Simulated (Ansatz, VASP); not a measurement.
**AlNi3 in VASP and in Ansatz**

Contents of INCAR:

```
SYSTEM = AlNi3
PREC = Accurate
ENCUT = 520
EDIFF = 1E-6
ISMEAR = 0
SIGMA = 0.05
LREAL = .FALSE.
LASPH = .TRUE.
NELM = 150
ALGO = Fast
ISIF = 2
LWAVE = .FALSE.
LCHARG = .TRUE.
ISPIN = 2
MAGMOM = 0 0.5 0.5 0.5
LORBIT = 11
LMAXMIX = 4
GGA = PS
LELF = .TRUE.
LVHAR = .TRUE.
NBANDS = 28
```

File KPOINTS:

```
Automatic mesh
0
G
  16 16 16
  0 0 0
```

Contents of POSCAR:

```
AlNi3
1.0
    3.5680000000      0.0000000000      0.0000000000
    0.0000000000      3.5680000000      0.0000000000
    0.0000000000      0.0000000000      3.5680000000
Al Ni
1 3
Direct
    0.0000000000      0.0000000000      0.0000000000
    0.0000000000      0.5000000000      0.5000000000
    0.5000000000      0.0000000000      0.5000000000
    0.5000000000      0.5000000000      0.0000000000
```

Input for Ansatz:

```yaml
crystal:
  lattice:
    - [3.568, 0.0, 0.0]
    - [0.0, 3.568, 0.0]
    - [0.0, 0.0, 3.568]
  atoms:
    - { symbol: Al, position: [0.0, 0.0, 0.0] }
    - { symbol: Ni, position: [0.0, 0.5, 0.5], spin: 0.5 }
    - { symbol: Ni, position: [0.5, 0.0, 0.5], spin: 0.5 }
    - { symbol: Ni, position: [0.5, 0.5, 0.0], spin: 0.5 }
magnetization:
  spin_polarized: true
scf:
  occupations: { method: gaussian, width: 0.05 }
output:
  forces: true
  stress: true
  populations: true
hamiltonian:
  xc: pbesol
kpoints:
  mp_grid: { grid: [16, 16, 16] }
```

Alike in both runs: task single point; functional PBEsol; k mesh 16 × 16 × 16; occupations gaussian, width 0.05 eV; collinear spin.

```csv
,VASP,Ansatz
version,VASP 6.6.1,Ansatz 0.2.0
potentials or method,"VASP PAW PBE potentials, release 64 (Al, Ni)","scalar-relativistic, plane waves, PAW"
plane-wave cutoff (eV),520,420
valence electrons in the cell,33,57
```

|  | VASP | Ansatz | Ansatz less VASP |
| --- | --- | --- | --- |
| gap on the k mesh at the Fermi level (eV) | none | none | - |
| pressure (GPa) | -7.6 | -7.7 | -0.03 |
| net moment per atom (μB) | 0.18 | 0.19 | +0.007 |
| size of the moment on the site where the two differ most (μB) | 0.26 | 0.28 | +0.020 |

VASP's potentials were made for PBE, not for PBEsol. Site moments also hang on the region over which each program counts them. A gap of «none» marks a metal or a gap that the smearing closes. The functional is the same, so the differences come from potentials, cutoffs and numerics. VASP's potentials hold 33 valence electrons a cell and Ansatz's 57, so a difference there can come from the potentials and not from the codes.
